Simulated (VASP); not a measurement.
# CaF2 (Fm-3m) in VASP: a series of runs, part 2 of 2

VASP 6.6.1. The steps go on from the part before.

### 4 Single point, LDA

INCAR

```
SYSTEM = CaF2
PREC     = Accurate       ! precision mode
ENCUT    = 600            ! plane-wave cutoff, eV
EDIFF    = 1E-6           ! SCF threshold, eV
ISMEAR   = 0              ! smearing method
SIGMA    = 0.01           ! smearing width, eV
LREAL    = .FALSE.        ! projectors in reciprocal space
LASPH    = .TRUE.         ! aspherical terms in the spheres
NELM     = 120            ! most SCF steps
ALGO     = Normal         ! electronic algorithm
ISIF     = 2              ! what is computed and relaxed
LWAVE    = .FALSE.        ! write WAVECAR
LCHARG   = .FALSE.        ! write CHGCAR
GGA      = CA             ! functional
NBANDS   = 19             ! bands
GGA_COMPAT= .FALSE.
```

KPOINTS

```
regular mesh
0
G
  6 6 6
  0 0 0
```

POSCAR

```
CaF2
1.0
    0.0000000000      2.7310000000      2.7310000000
    2.7310000000      0.0000000000      2.7310000000
    2.7310000000      2.7310000000      0.0000000000
Ca F
1 2
Direct
    0.0000000000      0.0000000000      0.0000000000
    0.2500000000      0.2500000000      0.2500000000
    0.7500000000      0.7500000000      0.7500000000
```

Potentials or basis: VASP PAW LDA potentials, release 64 (Ca_sv, F).

On the command line:

```console
$ cat potpaw_LDA.64/Ca_sv/POTCAR potpaw_LDA.64/F/POTCAR > POTCAR
$ mpirun -np 1 vasp_std > vasp.out
```

OUTCAR:

```text
SYSTEM = CaF2
   PREC = Accurate
   ENCUT = 600
   EDIFF = 1E-6
   ISMEAR = 0
   LREAL = .FALSE.
   LASPH = .TRUE.
   NELM = 120
   ISIF = 2
   GGA = CA

 ion  position               nearest neighbor table
   1  0.000  0.000  0.000-   3 2.37   3 2.37   3 2.37   2 2.37   3 2.37   2 2.37   2 2.37   2 2.37

   2  0.250  0.250  0.250-   1 2.37   1 2.37   1 2.37   1 2.37
   3  0.750  0.750  0.750-   1 2.37   1 2.37   1 2.37   1 2.37

  LATTYP: Found a face centered cubic cell.
 ALAT       =     5.4620000000

  Lattice vectors:

 A1 = (   0.0000000000,   2.7310000000,   2.7310000000)
 A2 = (   2.7310000000,   0.0000000000,   2.7310000000)
 A3 = (   2.7310000000,   2.7310000000,   0.0000000000)

Analysis of symmetry for initial positions (statically):
=====================================================================
 Subroutine PRICEL returns:
 Original cell was already a primitive cell.

 Routine SETGRP: Setting up the symmetry group for a
 face centered cubic supercell.

 Subroutine GETGRP returns: Found 48 space group operations
 (whereof 48 operations were pure point group operations)
 out of a pool of 48 trial point group operations.

The static configuration has the point symmetry O_h .

Analysis of symmetry for dynamics (positions and initial velocities):
=====================================================================
 Subroutine PRICEL returns:
 Original cell was already a primitive cell.

 Routine SETGRP: Setting up the symmetry group for a
 face centered cubic supercell.

 Subroutine GETGRP returns: Found 48 space group operations
 (whereof 48 operations were pure point group operations)
 out of a pool of 48 trial point group operations.

The dynamic configuration has the point symmetry O_h .

 Subroutine INISYM returns: Found 48 space group operations
 (whereof 48 operations are pure point group operations),
 and found     1 'primitive' translations

----------------------------------------------------------------------------------------

                                     Primitive cell

  volume of cell :      40.7376

  direct lattice vectors                    reciprocal lattice vectors
     0.000000000  2.731000000  2.731000000    -0.183083120  0.183083120  0.183083120
     2.731000000  0.000000000  2.731000000     0.183083120 -0.183083120  0.183083120
     2.731000000  2.731000000  0.000000000     0.183083120  0.183083120 -0.183083120

  length of vectors
     3.862217239  3.862217239  3.862217239     0.317109265  0.317109265  0.317109265

  position of ions in fractional coordinates (direct lattice)
     0.000000000  0.000000000  0.000000000
     0.250000000  0.250000000  0.250000000
     0.750000000  0.750000000  0.750000000

  ion indices of the primitive-cell ions
   primitive index   ion index
                 1           1
                 2           2
                 3           3

----------------------------------------------------------------------------------------

 KPOINTS: regular mesh

Automatic generation of k-mesh.
 Grid dimensions read from file:
 generate k-points for:    6    6    6

 Generating k-lattice:

  Cartesian coordinates                     Fractional coordinates (reciprocal lattice)
    -0.030513853  0.030513853  0.030513853     0.166666667  0.000000000  0.000000000
     0.030513853 -0.030513853  0.030513853     0.000000000  0.166666667  0.000000000
     0.030513853  0.030513853 -0.030513853     0.000000000  0.000000000  0.166666667

  Length of vectors
     0.052851544  0.052851544  0.052851544

  Shift w.r.t. Gamma in fractional coordinates (k-lattice)
     0.000000000  0.000000000  0.000000000

 Subroutine IBZKPT returns following result:
 ===========================================

 Found     16 irreducible k-points:

 Following reciprocal coordinates:
            Coordinates               Weight
  0.000000  0.000000  0.000000      1.000000
  0.166667  0.000000  0.000000      8.000000
  0.333333  0.000000  0.000000      8.000000
  0.500000  0.000000  0.000000      4.000000
  0.166667  0.166667  0.000000      6.000000
  0.333333  0.166667  0.000000     24.000000
[... 8 lines left out ...]
 -0.333333  0.333333  0.166667     24.000000
 -0.333333  0.500000  0.166667     12.000000
   k-points           NKPTS =     16   k-points in BZ     NKDIM =     16   number of bands    NBANDS=     19
   number of dos      NEDOS =    301   number of ions     NIONS =      3
   total plane-waves  NPLWV =  32768
   dimension x,y,z NGX =    32 NGY =   32 NGZ =   32
   dimension x,y,z NGXF=    64 NGYF=   64 NGZF=   64
   ions per type =               1   2
   NGX,Y,Z   is equivalent  to a cutoff of  13.77, 13.77, 13.77 a.u.
   NGXF,Y,Z  is equivalent  to a cutoff of  27.55, 27.55, 27.55 a.u.
 SYSTEM =  CaF2
   PREC   = accura    normal or accurate (medium, high low for compatibility)
   ISTART =      0    job   : 0-new  1-cont  2-samecut
   ICHARG =      2    charge: 1-file 2-atom 10-const
   ISPIN  =      1    spin polarized calculation?
   LNONCOLLINEAR =      F non collinear calculations
   LSORBIT =      F    spin-orbit coupling
   LASPH  =      T    aspherical Exc in radial PAW
   ENCUT  =  600.0 eV  44.10 Ry    6.64 a.u.   7.71  7.71  7.71*2*pi/ulx,y,z
   NELM   =    120;   NELMIN=  2; NELMDL= -5     # of ELM steps
   EDIFF  = 0.1E-05   stopping-criterion for ELM
   LREAL  =      F    real-space projection
   EDIFFG = 0.1E-04   stopping-criterion for IOM
   NSW    =      0    number of steps for IOM
   IBRION =     -1    ionic relax: 0-MD 1-quasi-New 2-CG
   NFREE  =      0    steps in history (QN), initial steepest desc. (CG)
   ISIF   =      2    stress and relaxation
   ISYM   =      2    0-nonsym 1-usesym 2-fastsym
   POTIM  = 0.5000    time-step for ionic-motion
   TEBEG  =    0.0;   TEEND  =   0.0 temperature during run
   PSTRESS=    0.0 pullay stress
   NELECT =      24.0000    total number of electrons
   NUPDOWN=      -1.0000    fix difference up-down
   EMIN   =  10.00;   EMAX   =-10.00  energy-range for DOS
   EFERMI =   0.00;   METHOD = LEGACY
   ISMEAR =     0;   SIGMA  =   0.01  broadening in eV -4-tet -1-fermi 0-gaus
   EFERMI_NEDOS =   21; number of points for ismear=-14 and -15
   IALGO  =     38    algorithm
   IMIX   =      4    mixing-type and parameters
     AMIX     =   0.40;   BMIX     =  1.00
     AMIX_MAG =   1.60;   BMIX_MAG =  1.00
  volume/ion in A,a.u.               =      13.58        91.64
  Fermi-wavevector in a.u.,A,eV,Ry     =   1.372398  2.593457 25.626266  1.883477
  Thomas-Fermi vector in A             =   2.498009
   LORBIT       =      0    0 simple, 1 ext, 2 COOP (PROOUT), +10 PAW based schemes
   GGA     = CA    functional components
   LHFCALC =     F    Hartree Fock is set to
   AEXX    =    0.0000 exact exchange contribution
   IVDW    =     0    specifies the selected vdW correction
   LEPSILON=     F    determine dielectric tensor
   LRPA    =     F    only Hartree local field effects (RPA)
 non-spin polarized calculation
 Gauss-broadening in eV      SIGMA  =   0.01
  energy-cutoff  :      600.00
  volume of cell :       40.74
 maximum number of plane-waves:      1380
   NGX = 15   NGY = 15   NGZ = 15

 number of electron      23.9999989 magnetization

 Free energy of the ion-electron system (eV)
  ---------------------------------------------------
  ext. energy  EPLUGINS =         0.00000000
  ---------------------------------------------------
  free energy    TOTEN  =       -18.96221812 eV

  energy without entropy =      -18.96221812  energy(sigma->0) =      -18.96221812

 E-fermi :  -1.2674     XC(G=0): -10.3717

 val. band max:       -1.3616424683   @ k =   0.5000   0.5000   0.0000
 cond. band min:       5.5439172213   @ k =   0.0000   0.0000   0.0000
 fundamental gap:      6.9055596895
 Fermi energy:        -1.2674379243

 k-point     1 :       0.0000    0.0000    0.0000
  band No.  band energies     occupation
      1     -36.7928      2.00000
      2     -20.8916      2.00000
      3     -20.0725      2.00000
      4     -18.0344      2.00000
      5     -18.0344      2.00000
      6     -18.0344      2.00000
[... 11 lines left out ...]
     18       9.8335      0.00000
     19      15.1259      0.00000
[... 309 lines left out ...]
 k-point    16 :      -0.3333    0.5000    0.1667
  band No.  band energies     occupation
      1     -36.7433      2.00000
      2     -21.0918      2.00000
      3     -20.6686      2.00000
      4     -18.1507      2.00000
      5     -17.8794      2.00000
      6     -17.4672      2.00000
[... 11 lines left out ...]
     18      12.9046      0.00000
     19      12.9116      0.00000

------------------------ aborting loop because EDIFF is reached ----------------------------------------

  FORCE on cell =-STRESS in cart. coord.  units (eV):
  Direction    XX          YY          ZZ          XY          YZ          ZX
  --------------------------------------------------------------------------------------
  -------------------------------------------------------------------------------------
  Total       -1.5667918     -1.5667918     -1.5667918      0.0000000      0.0000000      0.0000000
  in kB      -61.6207211    -61.6207211    -61.6207211      0.0000000      0.0000000      0.0000000
  external PRESSURE =     -61.6207211 kB  Pullay stress =       0.0000000 kB

 VOLUME and BASIS-vectors are now :
 -----------------------------------------------------------------------------
  energy-cutoff  :      600.00
  volume of cell :       40.74
      direct lattice vectors                 reciprocal lattice vectors
     0.000000000  2.731000000  2.731000000    -0.183083120  0.183083120  0.183083120
     2.731000000  0.000000000  2.731000000     0.183083120 -0.183083120  0.183083120
     2.731000000  2.731000000  0.000000000     0.183083120  0.183083120 -0.183083120

 POSITION                                       TOTAL-FORCE (eV/Angst)
 -----------------------------------------------------------------------------------
      0.00000      0.00000      0.00000        -0.000000     -0.000000     -0.000000
      1.36550      1.36550      1.36550         0.000000      0.000000      0.000000
      4.09650      4.09650      4.09650        -0.000000     -0.000000     -0.000000
 -----------------------------------------------------------------------------------
    total drift:                                0.000000     -0.000000      0.000000

  FREE ENERGIE OF THE ION-ELECTRON SYSTEM (eV)
  ---------------------------------------------------
  free  energy   TOTEN  =       -18.9622181226 eV

  energy  without entropy=      -18.9622181226  energy(sigma->0) =      -18.96221812
```

Wall time 7.5 s (1 thread of Intel Xeon Platinum 8559C (Emerald Rapids), shared host); peak memory 0.16 GiB.

Results:

```yaml
Free_energy: -18.9622 eV
Pressure: -6.2 GPa
Band_gap_on_the_k_mesh: 6.91 eV (least direct gap 7.17 eV)
```

Caveat: the cell stands under tension.

### 5 Single point, r2SCAN

POSCAR is that of step 4.

INCAR.step1

```
ALGO = Normal ; EDIFF = 1E-5
ENCUT = 660 ; GGA = PE
GGA_COMPAT = F ; ISMEAR = 0
LASPH = T ; LCHARG = F
LREAL = F ; LWAVE = T
NBANDS = 19 ; NELM = 120
PREC = Accurate ; SIGMA = 0.01
```

INCAR.step2

```
ALGO = Normal ; EDIFF = 1E-6
ENCUT = 660 ; GGA_COMPAT = F
ISIF = 2 ; ISMEAR = 0
ISTART = 1 ; LASPH = T
LCHARG = F ; LMIXTAU = T
LREAL = F ; LWAVE = F
METAGGA = R2SCAN ; NBANDS = 19
NELM = 120 ; PREC = Accurate
SIGMA = 0.01
```

KPOINTS

```
k-points
0
Gamma
  6 6 6
```

Potentials or basis: VASP PAW PBE potentials, release 64 (Ca_sv, F).

On the command line:

```console
$ cat potpaw_PBE.64/Ca_sv/POTCAR potpaw_PBE.64/F/POTCAR > POTCAR
$ cp INCAR.step1 INCAR
$ mpirun -np 1 vasp_std > vasp.out
$ cp INCAR.step2 INCAR
$ mpirun -np 1 vasp_std > vasp.out
```

OUTCAR:

```text
EDIFF = 1E-6
   ENCUT = 660
   ISIF = 2
   ISMEAR = 0
   ISTART = 1
   LASPH = T
   LREAL = F
   METAGGA = R2SCAN
   NELM = 120
   PREC = Accurate

 ion  position               nearest neighbor table
   1  0.000  0.000  0.000-   3 2.37   3 2.37   3 2.37   2 2.37   3 2.37   2 2.37   2 2.37   2 2.37

   2  0.250  0.250  0.250-   1 2.37   1 2.37   1 2.37   1 2.37
   3  0.750  0.750  0.750-   1 2.37   1 2.37   1 2.37   1 2.37

  LATTYP: Found a face centered cubic cell.
[... 535 lines left out ...]

  FORCE on cell =-STRESS in cart. coord.  units (eV):
  Direction    XX          YY          ZZ          XY          YZ          ZX
  --------------------------------------------------------------------------------------
  -------------------------------------------------------------------------------------
  Total       -0.1821453     -0.1821453     -0.1821453      0.0000000      0.0000000      0.0000000
  in kB       -7.1636347     -7.1636347     -7.1636347      0.0000000      0.0000000      0.0000000
  external PRESSURE =      -7.1636347 kB  Pullay stress =       0.0000000 kB

 VOLUME and BASIS-vectors are now :
 -----------------------------------------------------------------------------
  energy-cutoff  :      660.00
  volume of cell :       40.74
      direct lattice vectors                 reciprocal lattice vectors
     0.000000000  2.731000000  2.731000000    -0.183083120  0.183083120  0.183083120
     2.731000000  0.000000000  2.731000000     0.183083120 -0.183083120  0.183083120
     2.731000000  2.731000000  0.000000000     0.183083120  0.183083120 -0.183083120

 POSITION                                       TOTAL-FORCE (eV/Angst)
 -----------------------------------------------------------------------------------
      0.00000      0.00000      0.00000        -0.000000     -0.000000     -0.000000
      1.36550      1.36550      1.36550         0.000000      0.000000      0.000000
      4.09650      4.09650      4.09650        -0.000000     -0.000000     -0.000000
 -----------------------------------------------------------------------------------
    total drift:                                0.000000     -0.000000      0.000000

  FREE ENERGIE OF THE ION-ELECTRON SYSTEM (eV)
  ---------------------------------------------------
  free  energy   TOTEN  =       -25.9598271872 eV

  energy  without entropy=      -25.9598271872  energy(sigma->0) =      -25.95982719
```

OUTCAR.step1:

```text
EDIFF = 1E-5
   ENCUT = 660
   GGA = PE
   ISMEAR = 0
[... 567 lines left out ...]
      0.00000      0.00000      0.00000        -0.000000     -0.000000      0.000000
      1.36550      1.36550      1.36550         0.000000      0.000000      0.000000
      4.09650      4.09650      4.09650        -0.000000     -0.000000     -0.000000
 -----------------------------------------------------------------------------------
    total drift:                                0.000000     -0.000000      0.000000

  FREE ENERGIE OF THE ION-ELECTRON SYSTEM (eV)
  ---------------------------------------------------
  free  energy   TOTEN  =       -17.3368992594 eV

  energy  without entropy=      -17.3368992594  energy(sigma->0) =      -17.33689926
```

OSZICAR.step1:

```text
N       E                     dE             d eps       ncg     rms          rms(c)
DAV:   1     0.249533172033E+03    0.24953E+03   -0.15251E+04   608   0.153E+03
DAV:   2    -0.533768792042E+01   -0.25487E+03   -0.24615E+03   697   0.387E+02
DAV:   3    -0.181938802546E+02   -0.12856E+02   -0.12788E+02   677   0.920E+01
DAV:   4    -0.186328031214E+02   -0.43892E+00   -0.43820E+00   980   0.129E+01
DAV:   5    -0.186358916325E+02   -0.30885E-02   -0.30884E-02   656   0.128E+00    0.799E+00
DAV:   6    -0.173158990131E+02    0.13200E+01   -0.54852E+00   653   0.161E+01    0.301E+00
DAV:   7    -0.173149425057E+02    0.95651E-03   -0.12471E-01   720   0.346E+00    0.172E+00
DAV:   8    -0.173337783089E+02   -0.18836E-01   -0.41152E-02   651   0.222E+00    0.230E-01
DAV:   9    -0.173360526295E+02   -0.22743E-02   -0.79464E-03   723   0.668E-01    0.133E-01
DAV:  10    -0.173368792743E+02   -0.82664E-03   -0.18397E-03   635   0.339E-01    0.213E-02
DAV:  11    -0.173368999265E+02   -0.20652E-04   -0.13149E-04   723   0.937E-02    0.169E-02
DAV:  12    -0.173368992594E+02    0.66708E-06   -0.21204E-05   576   0.474E-02
   1 F= -.17336899E+02 E0= -.17336899E+02  d E =-.334907E-31
```

Wall time 35 s (1 thread of Intel Xeon Platinum 8559C (Emerald Rapids), shared host); peak memory 0.19 GiB.

What came out:

```yaml
Free_energy: -25.9598 eV
Pressure: -0.7 GPa
Band_gap_on_the_k_mesh: 7.95 eV (least direct gap 8.21 eV)
```

Levels at points of the mesh, in eV from the valence-band top:
```tsv
k point	band 9	band 10	band 11	band 12	band 13	band 14	band 15	band 16
(0.00, 0.00, 0.00)	-2.10	-0.26	-0.26	-0.26	7.95	10.01	10.01	12.16
(0.50, 0.00, 0.00)	-1.27	-1.24	-0.84	-0.84	10.20	10.20	10.67	11.23
(0.50, 0.50, 0.00)	-1.65	-0.35	-0.35	0.00	8.76	10.44	10.93	11.80
```

Caveat: the PAW data sets were made with another functional, which shifts forces and pressure a little. r2SCAN opens gaps a little over a GGA but as a rule still falls short of measured ones.

### 6 Overview

```tsv
level	potentials or basis	cutoff (eV)	gap on the mesh (eV)	pressure (GPa)
BLYP	VASP PAW PBE potentials, release 64 (Ca_sv, F)	600	7.40	4.3
PBE	VASP PAW PBE potentials, release 64 (Ca_sv, F)	600	7.28	2.4
LDA	VASP PAW LDA potentials, release 64 (Ca_sv, F)	600	6.91	-6.2
r2SCAN	VASP PAW PBE potentials, release 64 (Ca_sv, F)	660	7.95	-0.7
```

Alike in all rows: task single point; no spin polarisation; cell as given; k mesh 6 × 6 × 6; smearing gaussian 0.01 eV.

Caveats: the PAW data sets were made with another functional, which shifts forces and pressure a little (at least some runs); the cell stands under pressure (at least some runs); the cell stands under tension (at least some runs).

Total energies depend on the potentials used, so only differences within one code and one set of settings carry meaning.
